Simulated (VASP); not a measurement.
Here is a VASP 6.6.1 calculation.

File POSCAR:

```
BiTe
1.0
    0.0000000000      2.8822024423      4.0754342534
    2.8822024423      0.0000000000      4.0754342534
    2.8822024423      2.8822024423      0.0000000000
Bi Te
1 1
Direct
    0.0000000000      0.0000000000      0.0000000000
    0.5000000000      0.5000000000      0.5000000000
```

INCAR.step1

```
PREC = Accurate
ENCUT = 520
ISMEAR = 0
SIGMA = 0.15
LREAL = F
LASPH = T
NELM = 60
NBANDS = 18
GGA = PE
ALGO = Normal
EDIFF = 1E-4
LWAVE = T
LCHARG = F
```

INCAR.step2

```
PREC = Accurate
ENCUT = 520
EDIFF = 1E-6
ISMEAR = 0
SIGMA = 0.15
LREAL = F
LASPH = T
NELM = 60
ALGO = Normal
ISIF = 2
LWAVE = F
LCHARG = F
METAGGA = R2SCAN
LMIXTAU = T
NBANDS = 18
ISTART = 1
```

KPOINTS

```
Automatic mesh
0
Gamma
  14 14 14
```

Potentials or basis: VASP PAW PBE potentials, release 64 (Bi_d, Te).

Launch:

```bash
$ cat potpaw_PBE.64/Bi_d/POTCAR potpaw_PBE.64/Te/POTCAR > POTCAR
$ cp INCAR.step1 INCAR
$ mpirun -np 1 vasp_std > vasp.out
$ cp INCAR.step2 INCAR
$ mpirun -np 1 vasp_std > vasp.out
```

**Question.** Predict the band gap on the k mesh.

**Answer.** Zero (an odd number of electrons rules out a gap without spin polarisation).

**Question.** Predict the pressure.

**Answer.** 10.6 GPa.

Stress tensor (GPa, compression positive):
```
16.62  0.00  0.00
 0.00 16.62  0.00
 0.00  0.00 -1.37
```

Caveat: the stress differs along the axes, from -1 to 17 GPa; the PAW data sets were made with another functional, which shifts forces and pressure a little; spin-orbit coupling is left out, which moves the levels of the heavy elements; an odd number of electrons without spin polarisation forces a metal; a magnetic or distorted state may lie lower.
